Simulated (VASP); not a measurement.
# Co (P-3m1) in VASP: further runs

The runs below take Co through single point, with PBE.

Program: VASP 6.6.1. These are calculated values, not measurements. Logs are shortened: lines on timing, memory, paths and dates and some standing lists are left out, and cuts for length are marked.

### 1 The cell of the first run

The structure is trigonal, space group P-3m1 (No. 164). Conventional cell: a = 2.583 Å, b = 2.583 Å, c = 4.220 Å, α = 90.00°, β = 90.00°, γ = 120.00°. Within 3.3 Å of Co (site symmetry 3m) lie 12 Co at 2.52 to 2.65 Å.

### 2 Single point, PBE (volume scaled by 1.12)

INCAR

```
PREC = Accurate
ENCUT = 520
EDIFF = 1E-6
ISMEAR = -1
SIGMA = 0.08
LREAL = F
LASPH = T
NELM = 60
ALGO = Normal
ISIF = 2
LWAVE = F
LCHARG = T
GGA = PE
LELF = T
LVHAR = T
NBANDS = 16
```

KPOINTS

```
Automatic mesh
0
Gamma
  15 15 8
```

POSCAR

```
Co
1.0
    2.5831254873      0.0000000000      0.0000000000
   -1.2915627436      2.2370522931      0.0000000000
    0.0000000000      0.0000000000      4.2197213561
Co
2
Direct
    0.6666666667      0.3333333333      0.2598610000
    0.3333333333      0.6666666667      0.7401390000
```

Potentials or basis: VASP PAW PBE potentials, release 64 (Co).

Started as:

```bash
cat potpaw_PBE.64/Co/POTCAR > POTCAR
mpirun -np 1 vasp_std > vasp.out
```

OUTCAR:

```text
PREC = Accurate
   ENCUT = 520
   EDIFF = 1E-6
   ISMEAR = -1
   LREAL = F
   LASPH = T
   NELM = 60
   ISIF = 2
   GGA = PE

 ion  position               nearest neighbor table
   1  0.667  0.333  0.260-   2 2.52   2 2.52   2 2.52   2 2.65   2 2.65   2 2.65
   2  0.333  0.667  0.740-   1 2.52   1 2.52   1 2.52   1 2.65   1 2.65   1 2.65

  LATTYP: Found a hexagonal cell.
 ALAT       =     2.5831254873
 C/A-ratio  =     1.6335719565

  Lattice vectors:

 A1 = (   2.5831254873,   0.0000000000,   0.0000000000)
 A2 = (  -1.2915627436,   2.2370522931,   0.0000000000)
 A3 = (   0.0000000000,   0.0000000000,   4.2197213561)

Analysis of symmetry for initial positions (statically):
=====================================================================
 Subroutine PRICEL returns:
 Original cell was already a primitive cell.

 Routine SETGRP: Setting up the symmetry group for a
 hexagonal supercell.

 Subroutine GETGRP returns: Found 12 space group operations
 (whereof 12 operations were pure point group operations)
 out of a pool of 24 trial point group operations.

The static configuration has the point symmetry D_3d.

Analysis of symmetry for dynamics (positions and initial velocities):
=====================================================================
 Subroutine PRICEL returns:
 Original cell was already a primitive cell.

 Routine SETGRP: Setting up the symmetry group for a
 hexagonal supercell.

 Subroutine GETGRP returns: Found 12 space group operations
 (whereof 12 operations were pure point group operations)
 out of a pool of 24 trial point group operations.

The dynamic configuration has the point symmetry D_3d.

 Subroutine INISYM returns: Found 12 space group operations
 (whereof 12 operations are pure point group operations),
 and found     1 'primitive' translations

----------------------------------------------------------------------------------------

                                     Primitive cell

  volume of cell :      24.3840

  direct lattice vectors                    reciprocal lattice vectors
     2.583125487  0.000000000  0.000000000     0.387127921  0.223508409  0.000000000
    -1.291562744  2.237052293  0.000000000     0.000000000  0.447016819  0.000000000
     0.000000000  0.000000000  4.219721356     0.000000000  0.000000000  0.236982472

  length of vectors
     2.583125487  2.583125487  4.219721356     0.447016819  0.447016819  0.236982472

  position of ions in fractional coordinates (direct lattice)
     0.666666667  0.333333333  0.259861000
     0.333333333  0.666666667  0.740139000

  ion indices of the primitive-cell ions
   primitive index   ion index
                 1           1
                 2           2

----------------------------------------------------------------------------------------

 KPOINTS: Automatic mesh

Automatic generation of k-mesh.
 Grid dimensions read from file:
 generate k-points for:   15   15    8

 Generating k-lattice:

  Cartesian coordinates                     Fractional coordinates (reciprocal lattice)
     0.025808528  0.014900561  0.000000000     0.066666667  0.000000000  0.000000000
     0.000000000  0.029801121  0.000000000     0.000000000  0.066666667  0.000000000
     0.000000000  0.000000000  0.029622809     0.000000000  0.000000000  0.125000000

  Length of vectors
     0.029801121  0.029801121  0.029622809

  Shift w.r.t. Gamma in fractional coordinates (k-lattice)
     0.000000000  0.000000000  0.000000000

 Subroutine IBZKPT returns following result:
 ===========================================

 Found    192 irreducible k-points:

 Following reciprocal coordinates:
            Coordinates               Weight
  0.000000  0.000000  0.000000      1.000000
  0.066667  0.000000  0.000000      6.000000
  0.133333  0.000000  0.000000      6.000000
  0.200000  0.000000  0.000000      6.000000
  0.266667  0.000000  0.000000      6.000000
  0.333333  0.000000  0.000000      6.000000
[... 16 lines left out ...]
  0.333333  0.200000  0.000000     12.000000
  0.400000  0.200000  0.000000      6.000000
 [... further k-points ...]
   k-points           NKPTS =    192   k-points in BZ     NKDIM =    192   number of bands    NBANDS=     16
   number of dos      NEDOS =    301   number of ions     NIONS =      2
   total plane-waves  NPLWV =  12800
   dimension x,y,z NGX =    20 NGY =   20 NGZ =   32
   dimension x,y,z NGXF=    40 NGYF=   40 NGZF=   64
   ions per type =               2
   NGX,Y,Z   is equivalent  to a cutoff of  12.87, 12.87, 12.61 a.u.
   NGXF,Y,Z  is equivalent  to a cutoff of  25.74, 25.74, 25.21 a.u.
 SYSTEM =  unknown system
   PREC   = accura    normal or accurate (medium, high low for compatibility)
   ISTART =      0    job   : 0-new  1-cont  2-samecut
   ICHARG =      2    charge: 1-file 2-atom 10-const
   ISPIN  =      1    spin polarized calculation?
   LNONCOLLINEAR =      F non collinear calculations
   LSORBIT =      F    spin-orbit coupling
   LASPH  =      T    aspherical Exc in radial PAW
   ENCUT  =  520.0 eV  38.22 Ry    6.18 a.u.   4.80  4.80  7.85*2*pi/ulx,y,z
   NELM   =     60;   NELMIN=  2; NELMDL= -5     # of ELM steps
   EDIFF  = 0.1E-05   stopping-criterion for ELM
   LREAL  =      F    real-space projection
   EDIFFG = 0.1E-04   stopping-criterion for IOM
   NSW    =      0    number of steps for IOM
   IBRION =     -1    ionic relax: 0-MD 1-quasi-New 2-CG
   NFREE  =      0    steps in history (QN), initial steepest desc. (CG)
   ISIF   =      2    stress and relaxation
   ISYM   =      2    0-nonsym 1-usesym 2-fastsym
   POTIM  = 0.5000    time-step for ionic-motion
   TEBEG  =    0.0;   TEEND  =   0.0 temperature during run
   PSTRESS=    0.0 pullay stress
   NELECT =      18.0000    total number of electrons
   NUPDOWN=      -1.0000    fix difference up-down
   EMIN   =  10.00;   EMAX   =-10.00  energy-range for DOS
   EFERMI =   0.00;   METHOD = LEGACY
   ISMEAR =    -1;   SIGMA  =   0.08  broadening in eV -4-tet -1-fermi 0-gaus
   EFERMI_NEDOS =   21; number of points for ismear=-14 and -15
   IALGO  =     38    algorithm
   IMIX   =      4    mixing-type and parameters
     AMIX     =   0.40;   BMIX     =  1.00
     AMIX_MAG =   1.60;   BMIX_MAG =  1.00
  volume/ion in A,a.u.               =      12.19        82.28
  Fermi-wavevector in a.u.,A,eV,Ry     =   1.479553  2.795950 29.784202  2.189077
  Thomas-Fermi vector in A             =   2.593697
   LORBIT       =      0    0 simple, 1 ext, 2 COOP (PROOUT), +10 PAW based schemes
   GGA     = PE    functional components
   LHFCALC =     F    Hartree Fock is set to
   AEXX    =    0.0000 exact exchange contribution
   IVDW    =     0    specifies the selected vdW correction
   LEPSILON=     F    determine dielectric tensor
   LRPA    =     F    only Hartree local field effects (RPA)
 non-spin polarized calculation
  energy-cutoff  :      520.00
  volume of cell :       24.38
 maximum number of plane-waves:       669
   NGX =  9   NGY =  9   NGZ = 15

 number of electron      18.0000010 magnetization

 Free energy of the ion-electron system (eV)
  ---------------------------------------------------
  ext. energy  EPLUGINS =         0.00000000
  ---------------------------------------------------
  free energy    TOTEN  =       -13.30234109 eV

  energy without entropy =      -13.15647969  energy(sigma->0) =      -13.22941039

 E-fermi :   8.5037     XC(G=0): -12.7433

 val. band max:        8.4994368612   @ k =   0.2000   0.1333   0.3750
 cond. band min:       8.5054431422   @ k =   0.3333   0.3333   0.1250
 fundamental gap:      0.0060062809
 Fermi energy:         8.5036720080

 k-point     1 :       0.0000    0.0000    0.0000
  band No.  band energies     occupation
      1       0.4392      2.00000
      2       4.5138      2.00000
      3       6.9601      2.00000
      4       7.0297      2.00000
      5       7.0297      2.00000
      6       7.2756      2.00000
[... 8 lines left out ...]
     15      31.5324      0.00000
     16      31.5324      0.00000

 k-point     2 :       0.0667    0.0000    0.0000
  band No.  band energies     occupation
      1       0.5833      2.00000
      2       4.6055      2.00000
      3       6.8401      2.00000
      4       7.0940      2.00000
      5       7.1273      2.00000
      6       7.2397      2.00000
[... 8 lines left out ...]
     15      30.0463      0.00000
     16      30.0689      0.00000

 k-point     3 :       0.1333    0.0000    0.0000
  band No.  band energies     occupation
      1       1.0079      2.00000
      2       4.8552      2.00000
      3       6.6425      2.00000
      4       6.9967      2.00000
      5       7.1357      2.00000
      6       7.2775      2.00000
[... 8 lines left out ...]
     15      28.2437      0.00000
     16      29.3051      0.00000

 k-point     4 :       0.2000    0.0000    0.0000
  band No.  band energies     occupation
      1       1.6870      2.00000
      2       5.1713      2.00000
      3       6.3579      2.00000
      4       6.5327      2.00000
      5       7.0114      2.00000
      6       7.3328      2.00000
[... 8 lines left out ...]
     15      26.5762      0.00000
     16      28.5620      0.00000

 k-point     5 :       0.2667    0.0000    0.0000
  band No.  band energies     occupation
      1       2.5637      2.00000
      2       5.3700      2.00000
      3       5.9544      2.00000
      4       6.3852      2.00000
      5       6.9615      2.00000
      6       7.1985      2.00000
[... 8 lines left out ...]
     15      25.1258      0.00000
     16      26.8319      0.00000

 k-point     6 :       0.3333    0.0000    0.0000
  band No.  band energies     occupation
      1       3.5181      2.00000
      2       5.3352      2.00000
      3       5.6333      2.00000
      4       6.4020      2.00000
      5       7.0610      2.00000
      6       7.0713      2.00000
[... 8 lines left out ...]
     15      23.9457      0.00000
     16      24.5163      0.00000
[... 267 lines left out ...]
 k-point    21 :       0.2000    0.2000    0.0000
  band No.  band energies     occupation
      1       3.7937      2.00000
      2       5.6728      2.00000
      3       5.7315      2.00000
      4       5.9433      2.00000
      5       6.8012      2.00000
      6       7.1203      2.00000
[... 8 lines left out ...]
     15      19.1973      0.00000
     16      26.1875      0.00000

 k-point    22 :       0.2667    0.2000    0.0000
  band No.  band energies     occupation
      1       4.6216      2.00000
      2       5.5270      2.00000
      3       5.6645      2.00000
      4       5.9556      2.00000
      5       6.7374      2.00000
      6       7.1573      2.00000
[... 8 lines left out ...]
     15      18.4309      0.00000
     16      24.1257      0.00000

 k-point    23 :       0.3333    0.2000    0.0000
  band No.  band energies     occupation
      1       5.1572      2.00000
      2       5.4339      2.00000
      3       5.5440      2.00000
      4       6.1149      2.00000
      5       6.7377      2.00000
      6       7.0035      2.00000
[... 8 lines left out ...]
     15      18.5253      0.00000
     16      22.1552      0.00000

 k-point    24 :       0.4000    0.2000    0.0000
  band No.  band energies     occupation
      1       5.3191      2.00000
      2       5.3880      2.00000
      3       5.5010      2.00000
      4       6.2219      2.00000
      5       6.7666      2.00000
      6       6.9193      2.00000
[... 8 lines left out ...]
     15      19.2130      0.00000
     16      20.9487      0.00000

 [... further k-points ...]
[... 5 lines left out ...]
  --------------------------------------------------------------------------------------
  -------------------------------------------------------------------------------------
  Total       -4.0082658     -4.0082658     -4.3566981     -0.0000000      0.0000000      0.0000000
  in kB     -263.3671990   -263.3671990   -286.2612947     -0.0000000      0.0000000      0.0000000
  external PRESSURE =    -270.9985642 kB  Pullay stress =       0.0000000 kB

 VOLUME and BASIS-vectors are now :
 -----------------------------------------------------------------------------
  energy-cutoff  :      520.00
  volume of cell :       24.38
      direct lattice vectors                 reciprocal lattice vectors
     2.583125487  0.000000000  0.000000000     0.387127921  0.223508409  0.000000000
    -1.291562744  2.237052293  0.000000000     0.000000000  0.447016819  0.000000000
     0.000000000  0.000000000  4.219721356     0.000000000  0.000000000  0.236982472

 POSITION                                       TOTAL-FORCE (eV/Angst)
 -----------------------------------------------------------------------------------
      1.29156      0.74568      1.09654         0.000000      0.000000     -0.276015
     -0.00000      1.49137      3.12318        -0.000000     -0.000000      0.276015
 -----------------------------------------------------------------------------------
    total drift:                               -0.000000      0.000000      0.000000

  FREE ENERGIE OF THE ION-ELECTRON SYSTEM (eV)
  ---------------------------------------------------
  free  energy   TOTEN  =       -13.3023410867 eV

  energy  without entropy=      -13.1564796864  energy(sigma->0) =      -13.22941039
```

It took 33 s on 1 thread of Intel Xeon 6975P-C (Granite Rapids), shared host; peak memory 0.18 GiB.

What came out:

| Property | Result |
| --- | --- |
| Free energy | -13.3023 eV |
| Pressure | -27.1 GPa |
| Largest force | 0.276 eV/Å |
| Band gap on the k mesh | zero (band 9 reaches 8.78 eV, above the bottom of band 10 at 7.62 eV) |

Forces on the atoms (eV/Å):
```
Co   0.000  0.000 -0.276
Co   0.000  0.000  0.276
```

Stress tensor (GPa, compression positive):
```
-26.34   0.00   0.00
  0.00 -26.34   0.00
  0.00   0.00 -28.63
```

Caveat: the run has no spin polarisation, though such a crystal can be magnetic. Spin polarisation is off, so any magnetic state and its effect on volume and gap are missing.

### 3 Single point, PBE (volume scaled by 1.2)

INCAR

```
ALGO = Normal
EDIFF = 1E-6
ENCUT = 520
GGA = PE
ISIF = 2
ISMEAR = -1
LASPH = T
LCHARG = F
LREAL = F
LWAVE = F
NBANDS = 16
NELM = 60
PREC = Accurate
SIGMA = 0.08
```

KPOINTS

```
k-points
0
Gamma
  15 15 8
```

POSCAR

```
Co
1.0
    2.6432195978      0.0000000000      0.0000000000
   -1.3216097989      2.2890953195      0.0000000000
    0.0000000000      0.0000000000      4.3178894099
Co
2
Direct
    0.6666666667      0.3333333333      0.2598610000
    0.3333333333      0.6666666667      0.7401390000
```

Potentials or basis: VASP PAW PBE potentials, release 64 (Co).

Started as:

```bash
cat potpaw_PBE.64/Co/POTCAR > POTCAR
mpirun -np 1 vasp_std > vasp.out
```

Run time: 39 s. Hardware: 1 thread of Intel Xeon 6975P-C (Granite Rapids), shared host; peak memory 0.19 GiB.

It converged, with:

| Quantity | Value |
| --- | --- |
| Free energy | -12.9742 eV |
| Pressure | -32.6 GPa |
| Largest force | 0.138 eV/Å |
| Band gap on the k mesh | zero (band 9 reaches 7.88 eV, above the bottom of band 10 at 6.83 eV) |

Forces on the atoms (eV/Å):
```
Co   0.000  0.000 -0.138
Co   0.000  0.000  0.138
```

Stress tensor (GPa, compression positive):
```
-31.97   0.00   0.00
  0.00 -31.97   0.00
  0.00   0.00 -33.94
```

Levels at points of the mesh, in eV from the Fermi level:
```csv
k point,band 6,band 7,band 8,band 9,band 10,band 11,band 12,band 13
"(0.00, 0.00, 0.00)",-1.11,-1.11,-0.74,-0.74,0.09,0.09,0.17,5.39
"(0.00, 0.00, 0.50)",-1.38,-1.37,-1.37,-0.22,-0.22,-0.10,-0.10,12.67
```

Caveat: the run has no spin polarisation, though such a crystal can be magnetic. Spin polarisation is off, so any magnetic state and its effect on volume and gap are missing.

### 4 Single point, PBE, collinear spin, ferromagnetic start (volume scaled by 0.7)

INCAR

```
  PREC = Accurate
  ENCUT = 520
  EDIFF = 1E-6
  ISMEAR = -1
  SIGMA = 0.08
  LREAL = False
  LASPH = True
  NELM = 150
  ALGO = Normal
  ISIF = 2
  LWAVE = False
  LCHARG = True
  ISPIN = 2
  MAGMOM = 2 2
  LORBIT = 11
  LMAXMIX = 4
  GGA = PE
  LELF = True
  LVHAR = True
  NBANDS = 20
```

KPOINTS

```
Automatic mesh
0
Gamma
  15 15 8
```

POSCAR

```
Co
1.0
    2.2085412252      0.0000000000      0.0000000000
   -1.1042706126      1.9126528064      0.0000000000
    0.0000000000      0.0000000000      3.6078110103
Co
2
Direct
    0.6666666667      0.3333333333      0.2598610000
    0.3333333333      0.6666666667      0.7401390000
```

Started as:

```bash
cat potpaw_PBE.64/Co/POTCAR > POTCAR
mpirun -np 1 vasp_std > vasp.out
```

Run time: 54 s. Hardware: 1 thread of Intel Xeon 6975P-C (Granite Rapids), shared host; peak memory 0.19 GiB.

Results (log left out):

| Property | Result |
| --- | --- |
| Free energy | -11.6658 eV |
| Pressure | 159.2 GPa |
| Largest force | 2.304 eV/Å |
| Net moment | 0.93 μB per cell |
| Site moments | Co +0.45 μB |

Forces in eV/Å, atoms in the order of the input:
```
Co   0.000  0.000 -2.304
Co   0.000  0.000  2.304
```

Stress tensor (GPa, compression positive):
```
161.33   0.00   0.00
  0.00 161.33   0.00
  0.00   0.00 154.95
```

Levels at points of the mesh, in eV from the Fermi level:
Spin up:
| k point | band 7 | band 8 | band 9 | band 10 | band 11 | band 12 | band 13 | band 14 |
| --- | --- | --- | --- | --- | --- | --- | --- | --- |
| (0.00, 0.00, 0.00) | -2.70 | -1.92 | -1.92 | -0.44 | -0.09 | -0.09 | 9.97 | 24.70 |
| (0.00, 0.00, 0.50) | -3.29 | -3.29 | -0.75 | -0.75 | -0.47 | -0.47 | 18.34 | 19.95 |
Spin down:
```
           k point  band 5  band 6  band 7  band 8  band 9  band 10  band 11  band 12
(0.00, 0.00, 0.00)   -2.77   -2.23   -2.23   -1.38   -1.38    -0.41     0.50     0.50
(0.00, 0.00, 0.50)   -2.87   -2.87   -2.83   -2.83   -0.18    -0.18     0.10     0.10
```

Caveat: forces of over 1 eV/Å act on the atoms, so gaps and moduli don't describe the material at rest.

### 5 Overview

```tsv
spin	cell	gap on the mesh (eV)	pressure (GPa)	largest force (eV/Å)
off	a = 2.583, b = 2.583, c = 4.220 Å, angles 90.0, 90.0, 120.0°, 2 atoms	none	-27.1	0.28
off	a = 2.643, b = 2.643, c = 4.318 Å, angles 90.0, 90.0, 120.0°, 2 atoms	none	-32.6	0.14
collinear, ferromagnetic start	a = 2.209, b = 2.209, c = 3.608 Å, angles 90.0, 90.0, 120.0°, 2 atoms	none	159.2	2.30
```

Alike in all rows: task single point; level PBE; potentials or basis VASP PAW PBE potentials, release 64 (Co); k mesh 15 × 15 × 8; cutoff (eV) 520; smearing fermi-dirac 0.08 eV.

Caveats: forces of over 1 eV/Å act on the atoms, so gaps and moduli don't describe the material at rest (some runs).

Total energies depend on the potentials used, so only differences within one code and one set of settings carry meaning.
